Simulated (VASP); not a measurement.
# Sr (Fd-3m) in VASP: single point with PBEsol

Aim: the single point of Sr with PBEsol.

Program: VASP 6.6.1. These are calculated values, not measurements. Logs are shortened: lines on timing, memory, paths and dates and some standing lists are left out, and cuts for length are marked.

## (1) The cell of the first run

Symmetry: Fd-3m, No. 227, cubic system. Conventional cell: a = 7.700 Å, b = 7.700 Å, c = 7.700 Å, α = 90.00°, β = 90.00°, γ = 90.00°. Sr (site symmetry -43m) has 4 Sr at 3.33 Å within 4.4 Å.

## (2) Single point, PBEsol

The input, INCAR:

```
  PREC = Accurate
  ENCUT = 520
  EDIFF = 1E-6
  ISMEAR = 1
  SIGMA = 0.2
  LREAL = False
  LASPH = True
  NELM = 100
  ALGO = Normal
  ISIF = 2
  LWAVE = False
  LCHARG = False
  GGA = PS
  NBANDS = 17
```

The input, KPOINTS:

```
Automatic mesh
0
Gamma
  5 5 5
```

The input, POSCAR:

```
Sr
1.0
    0.0000000000      3.8500000000      3.8500000000
    3.8500000000      0.0000000000      3.8500000000
    3.8500000000      3.8500000000      0.0000000000
Sr
2
Direct
    0.0000000000      0.0000000000      0.0000000000
    0.2500000000      0.2500000000      0.2500000000
```

Potentials or basis: VASP PAW PBE potentials, release 64 (Sr_sv).

On the command line:

```sh
$ cat potpaw_PBE.64/Sr_sv/POTCAR > POTCAR
$ mpirun -np 1 vasp_std > vasp.out
```

OUTCAR:

```text
PREC = Accurate
   ENCUT = 520
   EDIFF = 1E-6
   ISMEAR = 1
   LREAL = False
   LASPH = True
   NELM = 100
   ISIF = 2
   GGA = PS

 ion  position               nearest neighbor table
   1  0.000  0.000  0.000-   2 3.33   2 3.33   2 3.33   2 3.33
   2  0.250  0.250  0.250-   1 3.33   1 3.33   1 3.33   1 3.33

  LATTYP: Found a face centered cubic cell.
 ALAT       =     7.7000000000

  Lattice vectors:

 A1 = (   0.0000000000,   3.8500000000,   3.8500000000)
 A2 = (   3.8500000000,   0.0000000000,   3.8500000000)
 A3 = (   3.8500000000,   3.8500000000,   0.0000000000)

Analysis of symmetry for initial positions (statically):
=====================================================================
 Subroutine PRICEL returns:
 Original cell was already a primitive cell.

 Routine SETGRP: Setting up the symmetry group for a
 face centered cubic supercell.

 Subroutine GETGRP returns: Found 48 space group operations
 (whereof 24 operations were pure point group operations)
 out of a pool of 48 trial point group operations.

The static configuration has the point symmetry T_d .
 The point group associated with its full space group is O_h .

Analysis of symmetry for dynamics (positions and initial velocities):
=====================================================================
 Subroutine PRICEL returns:
 Original cell was already a primitive cell.

 Routine SETGRP: Setting up the symmetry group for a
 face centered cubic supercell.

 Subroutine GETGRP returns: Found 48 space group operations
 (whereof 24 operations were pure point group operations)
 out of a pool of 48 trial point group operations.

The dynamic configuration has the point symmetry T_d .
 The point group associated with its full space group is O_h .

 Subroutine INISYM returns: Found 48 space group operations
 (whereof 24 operations are pure point group operations),
 and found     1 'primitive' translations

----------------------------------------------------------------------------------------

                                     Primitive cell

  volume of cell :     114.1333

  direct lattice vectors                    reciprocal lattice vectors
     0.000000000  3.850000000  3.850000000    -0.129870130  0.129870130  0.129870130
     3.850000000  0.000000000  3.850000000     0.129870130 -0.129870130  0.129870130
     3.850000000  3.850000000  0.000000000     0.129870130  0.129870130 -0.129870130

[... 65 lines left out ...]
   LASPH  =      T    aspherical Exc in radial PAW
   ENCUT  =  520.0 eV  38.22 Ry    6.18 a.u.  10.12 10.12 10.12*2*pi/ulx,y,z
   NELM   =    100;   NELMIN=  2; NELMDL= -5     # of ELM steps
   EDIFF  = 0.1E-05   stopping-criterion for ELM
   LREAL  =      F    real-space projection
   EDIFFG = 0.1E-04   stopping-criterion for IOM
   NSW    =      0    number of steps for IOM
   IBRION =     -1    ionic relax: 0-MD 1-quasi-New 2-CG
   NFREE  =      0    steps in history (QN), initial steepest desc. (CG)
   ISIF   =      2    stress and relaxation
   ISYM   =      2    0-nonsym 1-usesym 2-fastsym
   POTIM  = 0.5000    time-step for ionic-motion
   TEBEG  =    0.0;   TEEND  =   0.0 temperature during run
   PSTRESS=    0.0 pullay stress
   NELECT =      20.0000    total number of electrons
   NUPDOWN=      -1.0000    fix difference up-down
   EMIN   =  10.00;   EMAX   =-10.00  energy-range for DOS
   EFERMI =   0.00;   METHOD = LEGACY
   ISMEAR =     1;   SIGMA  =   0.20  broadening in eV -4-tet -1-fermi 0-gaus
   EFERMI_NEDOS =   21; number of points for ismear=-14 and -15
   IALGO  =     38    algorithm
   IMIX   =      4    mixing-type and parameters
     AMIX     =   0.40;   BMIX     =  1.00
     AMIX_MAG =   1.60;   BMIX_MAG =  1.00
  volume/ion in A,a.u.               =      57.07       385.10
  Fermi-wavevector in a.u.,A,eV,Ry     =   0.916110  1.731196 11.418782  0.839257
  Thomas-Fermi vector in A             =   2.040928
   LORBIT       =      0    0 simple, 1 ext, 2 COOP (PROOUT), +10 PAW based schemes
   GGA     = PS    functional components
   LHFCALC =     F    Hartree Fock is set to
   AEXX    =    0.0000 exact exchange contribution
   IVDW    =     0    specifies the selected vdW correction
   LEPSILON=     F    determine dielectric tensor
   LRPA    =     F    only Hartree local field effects (RPA)
 non-spin polarized calculation
 Methfessel and Paxton  Order N= 1 SIGMA  =   0.20
  energy-cutoff  :      520.00
  volume of cell :      114.13
 maximum number of plane-waves:      3119
   NGX = 21   NGY = 21   NGZ = 21

 number of electron      20.0000000 magnetization

 Free energy of the ion-electron system (eV)
  ---------------------------------------------------
  ext. energy  EPLUGINS =         0.00000000
  ---------------------------------------------------
  free energy    TOTEN  =        -1.10433547 eV

  energy without entropy =       -1.11052514  energy(sigma->0) =       -1.10639869

 E-fermi :   1.0200     XC(G=0):  -7.2322

 val. band max:        0.9500157083   @ k =  -0.4000   0.4000   0.2000
 cond. band min:       1.1547306495   @ k =   0.2000   0.2000   0.0000
 fundamental gap:      0.2047149412
 Fermi energy:         1.0199762262

 k-point     1 :       0.0000    0.0000    0.0000
  band No.  band energies     occupation
      1     -35.9579      2.00000
      2     -35.7652      2.00000
      3     -18.1466      2.00000
      4     -18.1466      2.00000
      5     -18.1466      2.00000
      6     -17.6720      2.00000
[... 177 lines left out ...]
      4     -18.2405      2.00000
      5     -17.9929      2.00000
      6     -17.8364      2.00000
[... 9 lines left out ...]
     16       3.2094     -0.00000
     17       4.3280     -0.00000

------------------------ aborting loop because EDIFF is reached ----------------------------------------

  FORCE on cell =-STRESS in cart. coord.  units (eV):
  Direction    XX          YY          ZZ          XY          YZ          ZX
  --------------------------------------------------------------------------------------
  -------------------------------------------------------------------------------------
  Total        1.4643791      1.4643791      1.4643791      0.0000000      0.0000000      0.0000000
  in kB       20.5566297     20.5566297     20.5566297      0.0000000      0.0000000      0.0000000
  external PRESSURE =      20.5566297 kB  Pullay stress =       0.0000000 kB

 VOLUME and BASIS-vectors are now :
 -----------------------------------------------------------------------------
  energy-cutoff  :      520.00
  volume of cell :      114.13
      direct lattice vectors                 reciprocal lattice vectors
     0.000000000  3.850000000  3.850000000    -0.129870130  0.129870130  0.129870130
     3.850000000  0.000000000  3.850000000     0.129870130 -0.129870130  0.129870130
     3.850000000  3.850000000  0.000000000     0.129870130  0.129870130 -0.129870130

 POSITION                                       TOTAL-FORCE (eV/Angst)
 -----------------------------------------------------------------------------------
      0.00000      0.00000      0.00000         0.000000      0.000000      0.000000
      1.92500      1.92500      1.92500        -0.000000     -0.000000     -0.000000
 -----------------------------------------------------------------------------------
    total drift:                               -0.000000      0.000000      0.000000

  FREE ENERGIE OF THE ION-ELECTRON SYSTEM (eV)
  ---------------------------------------------------
  free  energy   TOTEN  =        -1.1043354708 eV

  energy  without entropy=       -1.1105251381  energy(sigma->0) =       -1.10639869
```

Run time: 28 s. Hardware: 1 thread of Intel Xeon 8259CL, shared host; peak memory 0.24 GiB.

Results:

```yaml
Free_energy: -1.1043 eV
Pressure: 2.1 GPa
Band_gap_on_the_k_mesh: zero (band 10 reaches 1.78 eV, above the bottom of band 11 at 0.77 eV)
```

Caveat: the PAW data sets were made with another functional, which shifts forces and pressure a little.
